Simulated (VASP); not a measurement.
Set up this calculation in VASP 6.6.1, as the native input.

* Task: relaxation of the atoms
* Functional: PBE
* Potentials or basis: VASP PAW PBE potentials, release 64 (Si, C)
* Cutoff: 520 eV
* k mesh: 10 × 10 × 10
* Occupations: gaussian, width 0.02 eV
* Spin: no spin polarisation
* Dipole correction: no
* Further INCAR settings: ALGO = Normal; EDIFF = 1e-07; IBRION = 2; EDIFFG = -0.002; NSW = 60

The structure of SiC lies in POSCAR:

```
SiC
1.0
    0.0136866168      2.1980706617      2.1843840449
    2.1980706617      0.0136866168      2.1843840449
    2.2117572785      2.2117572785      0.0000000000
Si C
1 1
Direct
    0.0000000000      0.0000000000      0.0000000000
    0.2500000000      0.2500000000      0.2500000000
```

This cell differs from its parent crystal: strained cell.

The input as run:

INCAR

```
PREC = Accurate ; ENCUT = 520
EDIFF = 1E-7 ; ISMEAR = 0
SIGMA = 0.02 ; LREAL = F
LASPH = T ; NELM = 120
ALGO = Normal ; ISIF = 2
LWAVE = F ; LCHARG = F
GGA = PE ; IBRION = 2
NSW = 60 ; EDIFFG = -0.002
GGA_COMPAT = F ; NELMIN = 4
```

KPOINTS

```
regular mesh
0
Gamma
  10 10 10
```

Potentials or basis: VASP PAW PBE potentials, release 64 (Si, C).

Run with:

```console
$ cat potpaw_PBE.64/Si/POTCAR potpaw_PBE.64/C/POTCAR > POTCAR
$ mpirun -np 1 vasp_std > vasp.out
```

Results of the run:

* Energy gained by relaxing: 0.1 meV/atom
* Ionic steps: 3
* Pressure after relaxing: -1.1 GPa
* Band gap on the k mesh: 1.29 eV (least direct gap 4.41 eV)

Caveat: the cell differs from its parent crystal (strained cell).

Wall time 33 s on 1 thread of Intel Xeon 8259CL, on a shared host, peak memory 0.15 GiB.
